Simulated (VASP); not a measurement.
# Ga4Sb3 in VASP: a series of runs

The runs below take Ga4Sb3 through single point, with PBEsol.

Everything below comes from runs of VASP 6.6.1. Logs are shortened: lines on timing, memory, paths and dates and some standing lists are left out, and cuts for length are marked.

## (1) The cell of the first run

The cell holds a slab with vacuum, 7 atoms: a = 4.321 Å, b = 4.321 Å, c = 24.167 Å, α = 90.00°, β = 90.00°, γ = 90.00°.

## (2) Single point, PBEsol

The input, INCAR:

```
PREC     = Accurate       # precision mode
ENCUT    = 520            # plane-wave cutoff, eV
EDIFF    = 1E-7           # SCF threshold, eV
ISMEAR   = 0              # smearing method
SIGMA    = 0.01           # smearing width, eV
LREAL    = False          # projectors in reciprocal space
LASPH    = True           # aspherical terms in the spheres
NELM     = 100            # most SCF steps
ALGO     = Normal         # electronic algorithm
ISIF     = 2              # what is computed and relaxed
LWAVE    = False          # write WAVECAR
LCHARG   = False          # write CHGCAR
LDIPOL   = True         
IDIPOL   = 3            
DIPOL    = 0.5 0.5 0.500
GGA      = PS             # functional
NBANDS   = 42             # bands
```

The input, KPOINTS:

```
regular mesh
0
Gamma
  8 8 1
```

The input, POSCAR:

```
Ga4Sb3
1.0
    4.3212908981      0.0000000000      0.0000000000
    0.0000000000      4.3212908981      0.0000000000
    0.0000000000      0.0000000000     24.1668422925
Ga Sb
4 3
Direct
    0.5000000000      0.5000000000      0.3103425722
    0.0000000000      0.0000000000      0.4367808574
    0.5000000000      0.5000000000      0.5632191426
    0.0000000000      0.0000000000      0.6896574278
    0.5000000000      0.0000000000      0.3735617148
    0.0000000000      0.5000000000      0.5000000000
    0.5000000000      0.0000000000      0.6264382852
```

Potentials or basis: VASP PAW PBE potentials, release 64 (Ga_d, Sb).

The run is started by

```sh
cat potpaw_PBE.64/Ga_d/POTCAR potpaw_PBE.64/Sb/POTCAR > POTCAR
mpirun -np 1 vasp_std > vasp.out
```

OUTCAR:

```text
PREC = Accurate
   ENCUT = 520
   EDIFF = 1E-7
   ISMEAR = 0
   LREAL = False
   LASPH = True
   NELM = 100
   ISIF = 2
   GGA = PS

 ion  position               nearest neighbor table
   1  0.500  0.500  0.310-   5 2.65   5 2.65
   2  0.000  0.000  0.437-   6 2.65   6 2.65   5 2.65   5 2.65
   3  0.500  0.500  0.563-   6 2.65   6 2.65   7 2.65   7 2.65
   4  0.000  0.000  0.690-   7 2.65   7 2.65
   5  0.500  0.000  0.374-   1 2.65   1 2.65   2 2.65   2 2.65
   6  0.000  0.500  0.500-   2 2.65   3 2.65   2 2.65   3 2.65
   7  0.500  0.000  0.626-   4 2.65   4 2.65   3 2.65   3 2.65

  LATTYP: Found a simple tetragonal cell.
 ALAT       =     4.3212908981
 C/A-ratio  =     5.5925053097

  Lattice vectors:

 A1 = (   4.3212908981,   0.0000000000,   0.0000000000)
 A2 = (   0.0000000000,   4.3212908981,   0.0000000000)
 A3 = (   0.0000000000,   0.0000000000,  24.1668422925)

Analysis of symmetry for initial positions (statically):
=====================================================================
 Subroutine PRICEL returns:
 Original cell was already a primitive cell.

 Routine SETGRP: Setting up the symmetry group for a
 simple tetragonal supercell.

 Subroutine GETGRP returns: Found  8 space group operations
 (whereof  4 operations were pure point group operations)
 out of a pool of 16 trial point group operations.

The static configuration has the point symmetry C_2v.
 The point group associated with its full space group is D_2d.

Analysis of symmetry for dynamics (positions and initial velocities):
=====================================================================
 Subroutine PRICEL returns:
 Original cell was already a primitive cell.

 Routine SETGRP: Setting up the symmetry group for a
 simple tetragonal supercell.

 Subroutine GETGRP returns: Found  8 space group operations
 (whereof  4 operations were pure point group operations)
 out of a pool of 16 trial point group operations.

The dynamic configuration has the point symmetry C_2v.
 The point group associated with its full space group is D_2d.

 Subroutine INISYM returns: Found  8 space group operations
 (whereof  4 operations are pure point group operations),
 and found     1 'primitive' translations

----------------------------------------------------------------------------------------

                                     Primitive cell

  volume of cell :     451.2809

  direct lattice vectors                    reciprocal lattice vectors
     4.321290898  0.000000000  0.000000000     0.231412331  0.000000000  0.000000000
     0.000000000  4.321290898  0.000000000     0.000000000  0.231412331  0.000000000
     0.000000000  0.000000000 24.166842293     0.000000000  0.000000000  0.041379010

  length of vectors
     4.321290898  4.321290898 24.166842293     0.231412331  0.231412331  0.041379010

  position of ions in fractional coordinates (direct lattice)
     0.500000000  0.500000000  0.310342572
     0.000000000  0.000000000  0.436780857
     0.500000000  0.500000000  0.563219143
     0.000000000  0.000000000  0.689657428
     0.500000000  0.000000000  0.373561715
     0.000000000  0.500000000  0.500000000
     0.500000000  0.000000000  0.626438285

  ion indices of the primitive-cell ions
   primitive index   ion index
                 1           1
                 2           2
                 3           3
                 4           4
                 5           5
                 6           6
                 7           7

----------------------------------------------------------------------------------------

 KPOINTS: regular mesh

Automatic generation of k-mesh.
 Grid dimensions read from file:
 generate k-points for:    8    8    1

 Generating k-lattice:

  Cartesian coordinates                     Fractional coordinates (reciprocal lattice)
     0.028926541  0.000000000  0.000000000     0.125000000  0.000000000  0.000000000
     0.000000000  0.028926541  0.000000000     0.000000000  0.125000000  0.000000000
     0.000000000  0.000000000  0.041379010     0.000000000  0.000000000  1.000000000

  Length of vectors
     0.028926541  0.028926541  0.041379010

  Shift w.r.t. Gamma in fractional coordinates (k-lattice)
     0.000000000  0.000000000  0.000000000

 Subroutine IBZKPT returns following result:
 ===========================================

 Found     15 irreducible k-points:

 Following reciprocal coordinates:
            Coordinates               Weight
  0.000000  0.000000  0.000000      1.000000
  0.125000  0.000000  0.000000      4.000000
  0.250000  0.000000  0.000000      4.000000
  0.375000  0.000000  0.000000      4.000000
  0.500000  0.000000  0.000000      2.000000
  0.125000  0.125000  0.000000      4.000000
  0.250000  0.125000  0.000000      8.000000
  0.375000  0.125000  0.000000      8.000000
  0.500000  0.125000  0.000000      4.000000
  0.250000  0.250000  0.000000      4.000000
  0.375000  0.250000  0.000000      8.000000
  0.500000  0.250000  0.000000      4.000000
  0.375000  0.375000  0.000000      4.000000
  0.500000  0.375000  0.000000      4.000000
  0.500000  0.500000  0.000000      1.000000
   k-points           NKPTS =     15   k-points in BZ     NKDIM =     15   number of bands    NBANDS=     42
   number of dos      NEDOS =    301   number of ions     NIONS =      7
   total plane-waves  NPLWV = 184320
   dimension x,y,z NGX =    32 NGY =   32 NGZ =  180
   dimension x,y,z NGXF=    64 NGYF=   64 NGZF=  360
   ions per type =               4   3
   NGX,Y,Z   is equivalent  to a cutoff of  12.31, 12.31, 12.38 a.u.
   NGXF,Y,Z  is equivalent  to a cutoff of  24.62, 24.62, 24.76 a.u.
 SYSTEM =  unknown system
   PREC   = accura    normal or accurate (medium, high low for compatibility)
   ISTART =      0    job   : 0-new  1-cont  2-samecut
   ICHARG =      2    charge: 1-file 2-atom 10-const
   ISPIN  =      1    spin polarized calculation?
   LNONCOLLINEAR =      F non collinear calculations
   LSORBIT =      F    spin-orbit coupling
   LASPH  =      T    aspherical Exc in radial PAW
   ENCUT  =  520.0 eV  38.22 Ry    6.18 a.u.   8.03  8.03 44.93*2*pi/ulx,y,z
   NELM   =    100;   NELMIN=  2; NELMDL= -5     # of ELM steps
   EDIFF  = 0.1E-06   stopping-criterion for ELM
   LREAL  =      F    real-space projection
   EDIFFG = 0.1E-05   stopping-criterion for IOM
   NSW    =      0    number of steps for IOM
   IBRION =     -1    ionic relax: 0-MD 1-quasi-New 2-CG
   NFREE  =      0    steps in history (QN), initial steepest desc. (CG)
   ISIF   =      2    stress and relaxation
   ISYM   =      2    0-nonsym 1-usesym 2-fastsym
   POTIM  = 0.5000    time-step for ionic-motion
   TEBEG  =    0.0;   TEEND  =   0.0 temperature during run
   PSTRESS=    0.0 pullay stress
   NELECT =      67.0000    total number of electrons
   NUPDOWN=      -1.0000    fix difference up-down
   EMIN   =  10.00;   EMAX   =-10.00  energy-range for DOS
   EFERMI =   0.00;   METHOD = LEGACY
   ISMEAR =     0;   SIGMA  =   0.01  broadening in eV -4-tet -1-fermi 0-gaus
   EFERMI_NEDOS =   21; number of points for ismear=-14 and -15
   IALGO  =     38    algorithm
   IMIX   =      4    mixing-type and parameters
     AMIX     =   0.40;   BMIX     =  1.00
     AMIX_MAG =   1.60;   BMIX_MAG =  1.00
  volume/ion in A,a.u.               =      64.47       435.06
  Fermi-wavevector in a.u.,A,eV,Ry     =   0.866864  1.638135 10.224133  0.751453
  Thomas-Fermi vector in A             =   1.985314
   LORBIT       =      0    0 simple, 1 ext, 2 COOP (PROOUT), +10 PAW based schemes
   GGA     = PS    functional components
   LHFCALC =     F    Hartree Fock is set to
   AEXX    =    0.0000 exact exchange contribution
   IVDW    =     0    specifies the selected vdW correction
   LEPSILON=     F    determine dielectric tensor
   LRPA    =     F    only Hartree local field effects (RPA)
 non-spin polarized calculation
 Gauss-broadening in eV      SIGMA  =   0.01
  energy-cutoff  :      520.00
  volume of cell :      451.28
 maximum number of plane-waves:     12256
   NGX = 17   NGY = 17   NGZ = 89

 dipolmoment           0.000000      0.000000     -0.000000 electrons x Angstroem

 number of electron      67.0000057 magnetization

 dipolmoment           0.000000      0.000000      0.000000 electrons x Angstroem

 Free energy of the ion-electron system (eV)
  ---------------------------------------------------
  ext. energy  EPLUGINS =         0.00000000
  ---------------------------------------------------
  free energy    TOTEN  =       -24.68576159 eV

  energy without entropy =      -24.68479902  energy(sigma->0) =      -24.68528030

 E-fermi :  -0.4523     XC(G=0):  -4.7186

 val. band max:       -0.4772845359   @ k =   0.5000   0.5000   0.0000
 cond. band min:      -0.4498498631   @ k =   0.5000   0.1250   0.0000
 fundamental gap:      0.0274346727
 Fermi energy:        -0.4522737805

 k-point     1 :       0.0000    0.0000    0.0000
  band No.  band energies     occupation
      1     -15.6007      2.00000
      2     -15.5773      2.00000
      3     -15.5693      2.00000
      4     -15.5693      2.00000
      5     -15.5566      2.00000
      6     -15.5566      2.00000
[... 34 lines left out ...]
     41       2.1268      0.00000
     42       2.1268      0.00000

 k-point     2 :       0.1250    0.0000    0.0000
  band No.  band energies     occupation
      1     -15.6002      2.00000
      2     -15.5778      2.00000
      3     -15.5700      2.00000
      4     -15.5687      2.00000
      5     -15.5575      2.00000
      6     -15.5570      2.00000
[... 574 lines left out ...]
     41       3.2124      0.00000
     42       4.0044      0.00000

 k-point    15 :       0.5000    0.5000    0.0000
  band No.  band energies     occupation
      1     -15.6196      2.00000
      2     -15.5920      2.00000
      3     -15.5847      2.00000
      4     -15.5548      2.00000
      5     -15.5398      2.00000
      6     -15.5398      2.00000
[... 34 lines left out ...]
     41       3.3932      0.00000
     42       3.9012      0.00000

------------------------ aborting loop because EDIFF is reached ----------------------------------------

 vacuum level on the upper side and lower side of the slab       (xc-potential included)        -0.065        -0.065

  FORCE on cell =-STRESS in cart. coord.  units (eV):
  Direction    XX          YY          ZZ          XY          YZ          ZX
  --------------------------------------------------------------------------------------
  -------------------------------------------------------------------------------------
  Total        1.4451985      1.4451985      2.1256618      0.0000000      0.0000000      0.0000000
  in kB        5.1308719      5.1308719      7.5467131      0.0000000      0.0000000      0.0000000
  external PRESSURE =       5.9361523 kB  Pullay stress =       0.0000000 kB

 VOLUME and BASIS-vectors are now :
 -----------------------------------------------------------------------------
  energy-cutoff  :      520.00
  volume of cell :      451.28
      direct lattice vectors                 reciprocal lattice vectors
     4.321290898  0.000000000  0.000000000     0.231412331  0.000000000  0.000000000
     0.000000000  4.321290898  0.000000000     0.000000000  0.231412331  0.000000000
     0.000000000  0.000000000 24.166842293     0.000000000  0.000000000  0.041379010

 POSITION                                       TOTAL-FORCE (eV/Angst)
 -----------------------------------------------------------------------------------
      2.16065      2.16065      7.50000         0.000000      0.000000     -0.662819
      0.00000      0.00000     10.55561         0.000000      0.000000      0.083932
      2.16065      2.16065     13.61123         0.000000      0.000000     -0.083932
      0.00000      0.00000     16.66684         0.000000      0.000000      0.662819
      2.16065      0.00000      9.02781         0.000000      0.000000      0.602147
      0.00000      2.16065     12.08342         0.000000      0.000000     -0.000000
      2.16065      0.00000     15.13904         0.000000      0.000000     -0.602147
 -----------------------------------------------------------------------------------
    total drift:                                0.000000     -0.000000      0.000000

  FREE ENERGIE OF THE ION-ELECTRON SYSTEM (eV)
  ---------------------------------------------------
  free  energy   TOTEN  =       -24.6857615850 eV

  energy  without entropy=      -24.6847990178  energy(sigma->0) =      -24.68528030

 vacuum level on the upper side and lower side of the slab         3.940         3.940
```

It took 3.7 min on 1 thread of Intel Xeon 6975P-C (Granite Rapids), shared host; peak memory 0.57 GiB.

What came out:

| Item | Value |
| --- | --- |
| Free energy | -24.6858 eV |
| Largest force | 0.663 eV/Å |

Forces on the atoms (eV/Å):
```
Ga   0.000  0.000 -0.663
Ga   0.000  0.000  0.084
Ga   0.000  0.000 -0.084
Ga   0.000  0.000  0.663
Sb   0.000  0.000  0.602
Sb   0.000  0.000  0.000
Sb   0.000  0.000 -0.602
```

Levels at points of the mesh, in eV from the Fermi level:
| k point | band 30 | band 31 | band 32 | band 33 | band 34 | band 35 | band 36 | band 37 | band 38 | band 39 |
| --- | --- | --- | --- | --- | --- | --- | --- | --- | --- | --- |
| (0.00, 0.00, 0.00) | -1.66 | -1.40 | -0.69 | -0.69 | 0.54 | 0.92 | 1.13 | 1.53 | 2.05 | 2.11 |
| (0.50, 0.00, 0.00) | -1.32 | -1.25 | -1.09 | -0.93 | -0.27 | 0.25 | 1.37 | 1.92 | 2.26 | 2.87 |
| (0.50, 0.50, 0.00) | -3.04 | -2.95 | -2.63 | -0.55 | -0.55 | -0.03 | 0.33 | 1.84 | 1.84 | 1.97 |

Caveat: the PAW data sets were made with another functional, which shifts forces and pressure a little; spin-orbit coupling is left out, which moves the levels of the heavy elements.

## (3) Single point, PBEsol

This run uses another cell than the first one, of 83.14 Å³/atom, 1.290 times its volume.

The input, INCAR:

```
PREC = Accurate
ENCUT = 520
EDIFF = 1E-6
ISMEAR = 0
SIGMA = 0.1
LREAL = False
LASPH = True
NELM = 60
ALGO = Normal
ISIF = 2
LWAVE = False
LCHARG = True
LDIPOL = True
IDIPOL = 3
DIPOL = 0.5 0.5 0.500
GGA = PS
LELF = True
LVHAR = True
LVACPOTAV = True
NBANDS = 42
```

The input, KPOINTS:

```
Automatic mesh
0
Gamma
  8 8 1
```

The input, POSCAR:

```
Ga4Sb3
1.0
    4.3212908981      0.0000000000      0.0000000000
    0.0000000000      4.3212908981      0.0000000000
    0.0000000000      0.0000000000     31.1668422925
Ga Sb
4 3
Direct
    0.5000000000      0.5000000000      0.3529391876
    0.0000000000      0.0000000000      0.4509797292
    0.5000000000      0.5000000000      0.5490202708
    0.0000000000      0.0000000000      0.6470608124
    0.5000000000      0.0000000000      0.4019594584
    0.0000000000      0.5000000000      0.5000000000
    0.5000000000      0.0000000000      0.5980405416
```

Potentials or basis: VASP PAW PBE potentials, release 64 (Ga_d, Sb).

The run is started by

```sh
cat potpaw_PBE.64/Ga_d/POTCAR potpaw_PBE.64/Sb/POTCAR > POTCAR
mpirun -np 1 vasp_std > vasp.out
```

Wall time 6 min (1 thread of Intel Xeon 6975P-C (Granite Rapids), shared host); peak memory 0.69 GiB.

It converged, with:

| Quantity | Value |
| --- | --- |
| Free energy | -24.7005 eV |
| Largest force | 0.672 eV/Å |
| Work function of the upper face | 4.46 eV |
| Work function of the lower face | 4.46 eV |

Forces in eV/Å, atoms in the order of the input:
```
Ga   0.000  0.000 -0.672
Ga   0.000  0.000  0.097
Ga   0.000  0.000 -0.097
Ga   0.000  0.000  0.672
Sb   0.000  0.000  0.592
Sb   0.000  0.000  0.000
Sb   0.000  0.000 -0.592
```

Levels at points of the mesh, in eV from the Fermi level:
```
           k point  band 32  band 33  band 34  band 35  band 36  band 37
(0.00, 0.00, 0.00)    -0.67    -0.67     0.56     0.94     1.15     1.54
(0.50, 0.00, 0.00)    -1.08    -0.92    -0.26     0.27     1.38     1.94
(0.50, 0.50, 0.00)    -2.62    -0.54    -0.54    -0.02     0.34     1.86
```

Caveat: the PAW data sets were made with another functional, which shifts forces and pressure a little; spin-orbit coupling is left out, which moves the levels of the heavy elements.

## (4) Single point, PBEsol

The input, INCAR:

```
SYSTEM = Ga4Sb3
PREC = Accurate
ENCUT = 520
EDIFF = 1E-7
ISMEAR = 0
SIGMA = 0.1
LREAL = .FALSE.
LASPH = .TRUE.
NELM = 60
ALGO = Normal
ISIF = 2
LWAVE = .FALSE.
LCHARG = .TRUE.
LDIPOL = .TRUE.
IDIPOL = 3
DIPOL = 0.5 0.5 0.500
GGA = PS
LELF = .TRUE.
LVHAR = .TRUE.
LVACPOTAV = .TRUE.
NBANDS = 42
```

The input, KPOINTS:

```
Automatic mesh
0
G
  8 8 3
  0 0 0
```

The input, POSCAR:

```
Ga4Sb3
1.0
    4.3212908981      0.0000000000      0.0000000000
    0.0000000000      4.3212908981      0.0000000000
    0.0000000000      0.0000000000     24.1668422925
Ga Sb
4 3
Direct
    0.5000000000      0.5000000000      0.3103425722
    0.0000000000      0.0000000000      0.4367808574
    0.5000000000      0.5000000000      0.5632191426
    0.0000000000      0.0000000000      0.6896574278
    0.5000000000      0.0000000000      0.3735617148
    0.0000000000      0.5000000000      0.5000000000
    0.5000000000      0.0000000000      0.6264382852
```

The run is started by

```sh
cat potpaw_PBE.64/Ga_d/POTCAR potpaw_PBE.64/Sb/POTCAR > POTCAR
mpirun -np 1 vasp_std > vasp.out
```

Wall time 7.9 min (1 thread of Intel Xeon 6975P-C (Granite Rapids), shared host); peak memory 0.73 GiB.

The run converged. Its results:

```
Free energy   : -24.7011 eV
Largest force : 0.673 eV/Å
```

Forces on the atoms (eV/Å):
```
Ga   0.000  0.000 -0.673
Ga   0.000  0.000  0.096
Ga   0.000  0.000 -0.096
Ga   0.000  0.000  0.673
Sb   0.000  0.000  0.591
Sb   0.000  0.000  0.000
Sb   0.000  0.000 -0.591
```

Levels at points of the mesh, in eV from the Fermi level:
| k point | band 32 | band 33 | band 34 | band 35 | band 36 | band 37 |
| --- | --- | --- | --- | --- | --- | --- |
| (0.00, 0.00, 0.00) | -0.67 | -0.67 | 0.56 | 0.94 | 1.15 | 1.54 |
| (0.50, 0.00, 0.00) | -1.08 | -0.92 | -0.26 | 0.27 | 1.38 | 1.94 |
| (0.50, 0.50, 0.00) | -2.62 | -0.54 | -0.54 | -0.02 | 0.34 | 1.86 |

Caveat: the PAW data sets were made with another functional, which shifts forces and pressure a little; spin-orbit coupling is left out, which moves the levels of the heavy elements.

## (5) Summary

```csv
cell,k mesh,smearing,gap on the mesh (eV),largest force (eV/Å)
"a = 4.321, b = 4.321, c = 24.167 Å, 7 atoms",8 × 8 × 1,gaussian 0.01 eV,none,0.66
"a = 4.321, b = 4.321, c = 31.167 Å, 7 atoms",8 × 8 × 1,gaussian 0.1 eV,none,0.67
"a = 4.321, b = 4.321, c = 24.167 Å, 7 atoms",8 × 8 × 3,gaussian 0.1 eV,none,0.67
```

Alike in all rows: task single point; level PBEsol; potentials or basis VASP PAW PBE potentials, release 64 (Ga_d, Sb); no spin polarisation; cutoff (eV) 520.

Caveats: the PAW data sets were made with another functional, which shifts forces and pressure a little; spin-orbit coupling is left out, which moves the levels of the heavy elements.

Absolute energies hang on the potentials; compare differences alone.
